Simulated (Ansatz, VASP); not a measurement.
## Two plane-wave programs on Cd2Te

```
CELL_PARAMETERS angstrom
4.30100 0.00000 0.00000
-2.15050 3.72477 0.00000
0.00000 0.00000 5.33916
ATOMIC_POSITIONS crystal
Cd 0.33333 0.66667 0.32623
Cd 0.66667 0.33333 0.67377
Te 0.00000 0.00000 0.00000
```

Change from the starting cell: species swapped into the SnSe2 type (P-3m1, No. 164).

Alike in both runs: functional PBE; k mesh 12 × 12 × 8; occupations gaussian, width 0.1 eV; no spin polarisation.

Ansatz relaxed the structure, and its values are those at the end. VASP's run is a single point on that final structure, the one shown.

|  | VASP | Ansatz |
| --- | --- | --- |
| version | VASP 6.6.1 | Ansatz 0.2.0 |
| potentials or method | VASP PAW PBE potentials, release 64 (Cd, Te), cutoff 520 eV | scalar-relativistic, plane waves, PAW |
| valence electrons in the cell | 30 | 56 |

Ansatz gave:

* gap on the k mesh at the Fermi level (eV): none
* pressure (GPa): 0.0

Problem. Which values does VASP return?

Solution. gap on the k mesh at the Fermi level (eV): none; pressure (GPa): 0.1.

A gap of «none» marks a metal or a gap that the smearing closes. VASP's potentials hold 30 valence electrons a cell and Ansatz's 56, so a difference there can come from the potentials and not from the codes.

Neither program's run includes spin-orbit coupling.
